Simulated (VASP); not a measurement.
TiO2, 12 atoms in the cell. The cell holds a wire or tube with vacuum around it, 12 atoms: a = 18.500 Å, b = 11.200 Å, c = 2.989 Å, α = 90.00°, β = 90.00°, γ = 90.00°. 

| Quantity | Value |
| --- | --- |
| Program | VASP 6.6.1 |
| Task | single point |
| Functional | PBE |
| Potentials or basis | VASP PAW PBE potentials, release 64 (Ti_sv, O) |
| Cutoff | 520 eV |
| k mesh | 1 × 1 × 18 |
| Occupations | gaussian, width 0.05 eV |
| Spin | collinear spin |
| Starting moments | [1.0, 0.0, 0.0, 1.0, 1.0, 0.0, 0.0, 0.0, 0.0, 0.0, 0.0, 1.0] μB |
| Dipole correction | no |
| Further INCAR settings | ALGO = Normal; EDIFF = 1e-06; NBANDS = 64 |

Potentials or basis: VASP PAW PBE potentials, release 64 (Ti_sv, O).

The run is started by

```sh
$ cat potpaw_PBE.64/Ti_sv/POTCAR potpaw_PBE.64/O/POTCAR > POTCAR
$ mpirun -np 4 vasp_std > vasp.out
```

Hardware: 4 MPI ranks on Intel(R) Xeon(R) Platinum 8488C (Sapphire Rapids), on a shared host.

**Question.** Estimate the wall time of this run.

**Answer.** It took 7.5 min on 4 MPI ranks on Intel(R) Xeon(R) Platinum 8488C (Sapphire Rapids) (shared host), peak memory 1.1 GiB a rank. Counts: scf iterations 31, k points 10.
